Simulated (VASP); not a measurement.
# KMgF3 (Pm-3m) in VASP: vibrations by perturbation theory with PBEsol

Aim: the vibrations by perturbation theory of KMgF3 with PBEsol.

Program: VASP 6.6.1. These are calculated values, not measurements. Logs are shortened: lines on timing, memory, paths and dates and some standing lists are left out, and cuts for length are marked.

## (1) The cell of the first run

Symmetry: Pm-3m, No. 221, cubic system. The conventional cell has a = 3.992 Å, b = 3.992 Å, c = 3.992 Å, α = 90.00°, β = 90.00°, γ = 90.00°. K (site symmetry m-3m) has 12 F at 2.82 Å and 8 Mg at 3.46 Å within 3.7 Å. Mg (site symmetry m-3m) has 6 F at 2.00 Å within 2.6 Å. Within 2.6 Å of F (site symmetry 4/mmm) lie 2 Mg at 2.00 Å.

## (2) Vibrations by perturbation theory, PBEsol

Contents of INCAR:

```
PREC = Accurate
ENCUT = 520
EDIFF = 1E-8
ISMEAR = 0
SIGMA = 0.01
LREAL = False
LASPH = True
NELM = 60
ALGO = Normal
ISIF = 2
LWAVE = False
LCHARG = True
GGA = PS
NBANDS = 24
IBRION = 8
NSW = 1
LEPSILON = True
```

Contents of KPOINTS:

```
regular mesh
0
Gamma
  6 6 6
```

Contents of POSCAR:

```
KMgF3
1.0
    3.9916986008      0.0000000000      0.0000000000
    0.0000000000      3.9916986008      0.0000000000
    0.0000000000      0.0000000000      3.9916986008
K Mg F
1 1 3
Direct
    0.0000000000      0.0000000000      0.0000000000
    0.5000000000      0.5000000000      0.5000000000
    0.5000000000      0.5000000000      0.0000000000
    0.5000000000      0.0000000000      0.5000000000
    0.0000000000      0.5000000000      0.5000000000
```

Potentials or basis: VASP PAW PBE potentials, release 64 (K_sv, Mg, F).

Launch:

```
$ cat potpaw_PBE.64/K_sv/POTCAR potpaw_PBE.64/Mg/POTCAR potpaw_PBE.64/F/POTCAR > POTCAR
$ mpirun -np 1 vasp_std > vasp.out
```

OUTCAR:

```text
PREC = Accurate
   ENCUT = 520
   EDIFF = 1E-8
   ISMEAR = 0
   LREAL = False
   LASPH = True
   NELM = 60
   ISIF = 2
   GGA = PS
   IBRION = 8
   NSW = 1
   LEPSILON = True

 ion  position               nearest neighbor table
   1  0.000  0.000  0.000-   3 2.82   4 2.82   5 2.82   4 2.82   5 2.82   3 2.82   5 2.82   5 2.82
                             3 2.82   4 2.82   4 2.82   3 2.82   2 3.46   2 3.46   2 3.46   2 3.46
   2  0.500  0.500  0.500-   3 2.00   4 2.00   5 2.00   3 2.00   4 2.00   5 2.00   1 3.46   1 3.46
                             1 3.46   1 3.46   1 3.46   1 3.46   1 3.46   1 3.46
   3  0.500  0.500  0.000-   2 2.00   2 2.00   1 2.82   1 2.82   1 2.82   1 2.82
   4  0.500  0.000  0.500-   2 2.00   2 2.00   1 2.82   1 2.82   1 2.82   1 2.82
   5  0.000  0.500  0.500-   2 2.00   2 2.00   1 2.82   1 2.82   1 2.82   1 2.82

  LATTYP: Found a simple cubic cell.
 ALAT       =     3.9916986008

  Lattice vectors:

 A1 = (   3.9916986008,   0.0000000000,   0.0000000000)
 A2 = (   0.0000000000,   3.9916986008,   0.0000000000)
 A3 = (   0.0000000000,   0.0000000000,   3.9916986008)

Analysis of symmetry for initial positions (statically):
=====================================================================
 Subroutine PRICEL returns:
 Original cell was already a primitive cell.

 Routine SETGRP: Setting up the symmetry group for a
 simple cubic supercell.

 Subroutine GETGRP returns: Found 48 space group operations
 (whereof 48 operations were pure point group operations)
 out of a pool of 48 trial point group operations.

The static configuration has the point symmetry O_h .

Analysis of symmetry for dynamics (positions and initial velocities):
=====================================================================
 Subroutine PRICEL returns:
 Original cell was already a primitive cell.

 Routine SETGRP: Setting up the symmetry group for a
 simple cubic supercell.

 Subroutine GETGRP returns: Found 48 space group operations
 (whereof 48 operations were pure point group operations)
 out of a pool of 48 trial point group operations.

The dynamic configuration has the point symmetry O_h .

 Subroutine INISYM returns: Found 48 space group operations
 (whereof 48 operations are pure point group operations),
 and found     1 'primitive' translations

----------------------------------------------------------------------------------------

                                     Primitive cell

  volume of cell :      63.6024

  direct lattice vectors                    reciprocal lattice vectors
     3.991698601  0.000000000  0.000000000     0.250519916  0.000000000  0.000000000
     0.000000000  3.991698601  0.000000000     0.000000000  0.250519916  0.000000000
     0.000000000  0.000000000  3.991698601     0.000000000  0.000000000  0.250519916

  length of vectors
     3.991698601  3.991698601  3.991698601     0.250519916  0.250519916  0.250519916

  position of ions in fractional coordinates (direct lattice)
     0.000000000  0.000000000  0.000000000
[... 758 lines left out ...]
 -----------------------------------------------------------------------------
     0.00240  0.00000  0.00000
     0.00000  0.00240 -0.00000
    -0.00000  0.00000 -0.00068

 MACROSCOPIC STATIC DIELECTRIC TENSOR (including local field effects in DFT)
 ------------------------------------------------------
           2.094663    -0.000000     0.000000
           0.000000     2.094663     0.000000
          -0.000000     0.000000     2.094663
 ------------------------------------------------------

 PIEZOELECTRIC TENSOR (including local field effects)  for field in x, y, z        (e  Angst)
          XX          YY          ZZ          XY          YZ          ZX
  --------------------------------------------------------------------------------
  x     0.00000     0.00000     0.00000     0.00000     0.00000     0.00000
  y     0.00000     0.00000     0.00000     0.00000     0.00000     0.00000
  z     0.00000     0.00000     0.00000     0.00000     0.00000     0.00000

 PIEZOELECTRIC TENSOR (including local field effects)  for field in x, y, z        (C/m^2)
          XX          YY          ZZ          XY          YZ          ZX
  --------------------------------------------------------------------------------
  x     0.00000     0.00000     0.00000     0.00000     0.00000     0.00000
  y     0.00000     0.00000     0.00000     0.00000     0.00000     0.00000
  z     0.00000     0.00000     0.00000     0.00000     0.00000     0.00000

 BORN EFFECTIVE CHARGES (including local field effects) (in |e|, cummulative output)
 ---------------------------------------------------------------------------------
 ion    1
    1     1.18530     0.00000    -0.00000
    2     0.00000     1.18530    -0.00000
    3     0.00000    -0.00000     1.18530
 ion    2
    1     1.99443     0.00000     0.00000
    2     0.00000     1.99443     0.00000
    3     0.00000     0.00000     1.99443
 ion    3
    1    -0.96357     0.00000     0.00000
    2     0.00000    -0.96357    -0.00000
    3    -0.00000    -0.00000    -1.25259
 ion    4
    1    -0.96357     0.00000     0.00000
    2    -0.00000    -1.25259    -0.00000
    3     0.00000     0.00000    -0.96357
 ion    5
    1    -1.25259     0.00000    -0.00000
    2     0.00000    -0.96357    -0.00000
    3     0.00000     0.00000    -0.96357

 INTERNAL STRAIN TENSOR FOR ION    5 for displacements in x,y,z  (eV/Angst):
          X           Y           Z          XY          YZ          ZX
  --------------------------------------------------------------------------------
  x     0.00000     0.00000     0.00000     0.00000     0.00000     0.00000
  y     0.00000     0.00000     0.00000     0.00000     0.00000     0.00000
  z     0.00000     0.00000     0.00000     0.00000     0.00000     0.00000

 SECOND DERIVATIVES (NOT SYMMETRIZED)
 ------------------------------------
               1X          1Y          1Z          2X          2Y          2Z          3X          3Y          3Z          4X          4Y          4Z          5X          5Y          5Z
  1X    -2.131936   -0.000000    0.000000    1.188580   -0.000000   -0.000000    0.263387    0.000000   -0.000000    0.263387   -0.000000    0.000000    0.416582    0.000000    0.000000
  1Y     0.000000   -2.131936    0.000000   -0.000000    1.188580   -0.000000    0.000000    0.263387    0.000000    0.000000    0.416582    0.000000   -0.000000    0.263387    0.000000
  1Z    -0.000000   -0.000000   -2.131936    0.000000    0.000000    1.188580    0.000000    0.000000    0.416582   -0.000000    0.000000    0.263387    0.000000   -0.000000    0.263387
  2X     1.188772    0.000000    0.000000   -9.140636   -0.000000    0.000000    0.871906    0.000000    0.000000    0.871906    0.000000    0.000000    6.208051    0.000000    0.000000
  2Y     0.000000    1.188772   -0.000000   -0.000000   -9.140636   -0.000000    0.000000    0.871906    0.000000    0.000000    6.208051   -0.000000    0.000000    0.871906    0.000000
  2Z    -0.000000   -0.000000    1.188772    0.000000    0.000000   -9.140636   -0.000000    0.000000    6.208051   -0.000000    0.000000    0.871906    0.000000   -0.000000    0.871906
  3X     0.267082    0.000000    0.000000    0.873590    0.000000    0.000000   -2.765148    0.000000    0.000000   -0.414079    0.000000    0.000000    2.038556    0.000000    0.000000
  3Y     0.000000    0.267082    0.000000    0.000000    0.873590    0.000000    0.000000   -2.765148    0.000000    0.000000    2.038556    0.000000    0.000000   -0.414079    0.000000
  3Z     0.000000   -0.000000    0.417169    0.000000    0.000000    6.207708    0.000000    0.000000  -10.694690    0.000000   -0.000000    2.034906   -0.000000    0.000000    2.034906
  4X     0.267082    0.000000    0.000000    0.873590    0.000000    0.000000   -0.414079    0.000000    0.000000   -2.765148    0.000000    0.000000    2.038556    0.000000    0.000000
  4Y    -0.000000    0.417169   -0.000000    0.000000    6.207708   -0.000000    0.000000    2.034906   -0.000000    0.000000  -10.694690    0.000000    0.000000    2.034906    0.000000
  4Z     0.000000    0.000000    0.267082    0.000000    0.000000    0.873590    0.000000    0.000000    2.038556    0.000000    0.000000   -2.765148    0.000000    0.000000   -0.414079
  5X     0.417169   -0.000000   -0.000000    6.207708    0.000000   -0.000000    2.034906    0.000000   -0.000000    2.034906    0.000000    0.000000  -10.694690   -0.000000    0.000000
  5Y     0.000000    0.267082    0.000000    0.000000    0.873590    0.000000    0.000000   -0.414079    0.000000    0.000000    2.038556    0.000000    0.000000   -2.765148    0.000000
  5Z     0.000000    0.000000    0.267082    0.000000    0.000000    0.873590    0.000000    0.000000    2.038556    0.000000    0.000000   -0.414079    0.000000    0.000000   -2.765148

 Eigenvectors and eigenvalues of the dynamical matrix
 ----------------------------------------------------

   1 f  =   13.865938 THz    87.122255 2PiTHz  462.517891 cm-1    57.344884 meV
             X         Y         Z           dx          dy          dz
      0.000000  0.000000  0.000000     0.001044   -0.014958    0.000000
      1.995849  1.995849  1.995849    -0.038703    0.554534   -0.000000
      1.995849  1.995849  0.000000    -0.007333    0.105066   -0.000000
      1.995849  0.000000  1.995849    -0.007333   -0.815685   -0.000000
      0.000000  1.995849  1.995849     0.056930    0.105066    0.000000
[... 105 lines left out ...]
  15 f/i=    0.006090 THz     0.038266 2PiTHz    0.203149 cm-1     0.025187 meV
             X         Y         Z           dx          dy          dz
      0.000000  0.000000  0.000000     0.043143    0.023687    0.568589
      1.995849  1.995849  1.995849     0.033963    0.018647    0.447609
      1.995849  1.995849  0.000000     0.029986    0.016464    0.395682
      1.995849  0.000000  1.995849     0.029986    0.016484    0.395190
      0.000000  1.995849  1.995849     0.030023    0.016464    0.395190

--------------------------------------------------------------------------------------------------------

 MACROSCOPIC STATIC DIELECTRIC TENSOR IONIC CONTRIBUTION
 ------------------------------------------------------
           4.726915    -0.000000    -0.000000
          -0.000000     4.726915    -0.000000
          -0.000000    -0.000000     4.726915
 ------------------------------------------------------

 ELASTIC MODULI CONTR FROM IONIC RELAXATION (kBar)
 Direction    XX          YY          ZZ          XY          YZ          ZX
 --------------------------------------------------------------------------------
 XX           0.0000      0.0000      0.0000      0.0000      0.0000      0.0000
 YY           0.0000      0.0000      0.0000      0.0000      0.0000      0.0000
 ZZ           0.0000      0.0000      0.0000      0.0000      0.0000      0.0000
 XY           0.0000      0.0000      0.0000      0.0000      0.0000      0.0000
 YZ           0.0000      0.0000      0.0000      0.0000      0.0000      0.0000
 ZX           0.0000      0.0000      0.0000      0.0000      0.0000      0.0000
 --------------------------------------------------------------------------------

 PIEZOELECTRIC TENSOR IONIC CONTR  for field in x, y, z        (C/m^2)
          XX          YY          ZZ          XY          YZ          ZX
  --------------------------------------------------------------------------------
  x     0.00000     0.00000     0.00000     0.00000     0.00000     0.00000
  y     0.00000     0.00000     0.00000     0.00000     0.00000     0.00000
  z     0.00000     0.00000     0.00000     0.00000     0.00000     0.00000
```

It took 21 min on 1 thread of Intel Xeon 8259CL, shared host; peak memory 0.44 GiB.

What came out:

```yaml
Electronic_dielectric_tensor_diagonal: 2.09
Born_charges_mean_of_the_diagonal: K +1.19; Mg +1.99; F -1.06 e
Highest_phonon_frequency_at_Γ_LO-TO_splitting_left_out: 463 cm⁻¹
```

Phonon frequencies in cm⁻¹ (negative: imaginary):
```tsv
q point	frequencies
(0.000, 0.000, 0.000)	0 0 0 146 146 146 183 183 183 284 284 284 463 463 463
```

Electronic dielectric tensor:
```
2.09 0.00 0.00
0.00 2.09 0.00
0.00 0.00 2.09
```

Born effective charge tensors (e):
atom 1, K
```
1.19 0.00 0.00
0.00 1.19 0.00
0.00 0.00 1.19
```
atom 2, Mg
```
1.99 0.00 0.00
0.00 1.99 0.00
0.00 0.00 1.99
```
atom 3, F
```
-0.96  0.00  0.00
 0.00 -0.96  0.00
 0.00  0.00 -1.25
```
atom 4, F
```
-0.96  0.00  0.00
 0.00 -1.25  0.00
 0.00  0.00 -0.96
```
atom 5, F
```
-1.25  0.00  0.00
 0.00 -0.96  0.00
 0.00  0.00 -0.96
```
